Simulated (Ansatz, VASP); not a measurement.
## YC3N3: VASP beside Ansatz

Contents of INCAR:

```
SYSTEM = YC3N3
PREC = Accurate
ENCUT = 520
EDIFF = 1E-6
ISMEAR = 0
SIGMA = 0.02
LREAL = .FALSE.
LASPH = .TRUE.
NELM = 60
ALGO = Normal
ISIF = 2
LWAVE = .FALSE.
LCHARG = .FALSE.
GGA = PE
NBANDS = 51
```

Contents of KPOINTS:

```
Automatic mesh
0
G
  4 4 4
  0 0 0
```

POSCAR

```
YC3N3
1.0
    0.0000000000      6.0519303141      6.0519303141
    6.0519303141      0.0000000000      6.0519303141
    6.0519303141      6.0519303141      0.0000000000
Y C N
2 6 6
Direct
    0.0000000000      0.0000000000      0.0000000000
    0.5000000000      0.5000000000      0.5000000000
    0.7923643016      0.2076356984      0.2076356984
    0.2076356984      0.7923643016      0.2076356984
    0.2076356984      0.2076356984      0.7923643016
    0.2076356984      0.7923643016      0.7923643016
    0.7923643016      0.2076356984      0.7923643016
    0.7923643016      0.7923643016      0.2076356984
    0.6958590248      0.3041409752      0.3041409752
    0.3041409752      0.6958590248      0.3041409752
    0.3041409752      0.3041409752      0.6958590248
    0.3041409752      0.6958590248      0.6958590248
    0.6958590248      0.3041409752      0.6958590248
    0.6958590248      0.6958590248      0.3041409752
```

Input for Ansatz:

```yaml
crystal:
  lattice:
    - [0.0, 6.0519303141, 6.0519303141]
    - [6.0519303141, 0.0, 6.0519303141]
    - [6.0519303141, 6.0519303141, 0.0]
  atoms:
    - { symbol: "Y", position: [0.0, 0.0, 0.0] }
    - { symbol: "Y", position: [0.5, 0.5, 0.5] }
    - { symbol: C, position: [0.7923643016, 0.2076356984, 0.2076356984] }
    - { symbol: C, position: [0.2076356984, 0.7923643016, 0.2076356984] }
    - { symbol: C, position: [0.2076356984, 0.2076356984, 0.7923643016] }
    - { symbol: C, position: [0.2076356984, 0.7923643016, 0.7923643016] }
    - { symbol: C, position: [0.7923643016, 0.2076356984, 0.7923643016] }
    - { symbol: C, position: [0.7923643016, 0.7923643016, 0.2076356984] }
    - { symbol: "N", position: [0.6958590248, 0.3041409752, 0.3041409752] }
    - { symbol: "N", position: [0.3041409752, 0.6958590248, 0.3041409752] }
    - { symbol: "N", position: [0.3041409752, 0.3041409752, 0.6958590248] }
    - { symbol: "N", position: [0.3041409752, 0.6958590248, 0.6958590248] }
    - { symbol: "N", position: [0.6958590248, 0.3041409752, 0.6958590248] }
    - { symbol: "N", position: [0.6958590248, 0.6958590248, 0.3041409752] }
basis:
  ecutwfc: 420
kpoints:
  mp_grid: { grid: [4, 4, 4] }
  band_path:
    path:
      - [[0.0, 0.0, 0.0], [0.5, 0.0, 0.5], [0.625, 0.25, 0.625]]
      - [[0.375, 0.375, 0.75], [0.0, 0.0, 0.0], [0.5, 0.5, 0.5], [0.5, 0.25, 0.75], [0.5, 0.0, 0.5]]
    npoints: 10
hamiltonian:
  xc: pbe
scf:
  occupations: { method: gaussian, width: 0.02 }
  n_extra_bands: 35
output:
  forces: true
  stress: true
  eigenvalues: true
  populations: true
  dos: { projected: true, de: 0.02, nscf_kmesh: { grid: [6, 6, 6] } }
  bader: false
```

Alike in both runs: task single point; functional PBE; k mesh 4 × 4 × 4; occupations gaussian, width 0.02 eV; no spin polarisation.

|  | VASP | Ansatz |
| --- | --- | --- |
| version | VASP 6.6.1 | Ansatz 0.2.0 |
| potentials or method | VASP PAW PBE potentials, release 64 (Y_sv, C, N), cutoff 520 eV | scalar-relativistic, plane waves, PAW |
| valence electrons in the cell | 76 | 76 |

```csv
,VASP,Ansatz,Ansatz less VASP
gap on the k mesh at the Fermi level (eV),4.25,4.26,+0.006
least direct gap on the mesh (eV),4.26,4.26,+0.006
pressure (GPa),0.3,0.0,-0.26
rms of the force components (eV/Å),0.221,0.001,-0.2200
```

Atom by atom the forces differ by 0.221 eV/Å (rms over components). One of these differences is far larger than is usual between the two programs; its cause wasn't traced. The functional is the same, so the differences come from potentials, cutoffs and numerics.

Noted on VASP's run: the standard files for N, O and F lose accuracy on very short bonds.
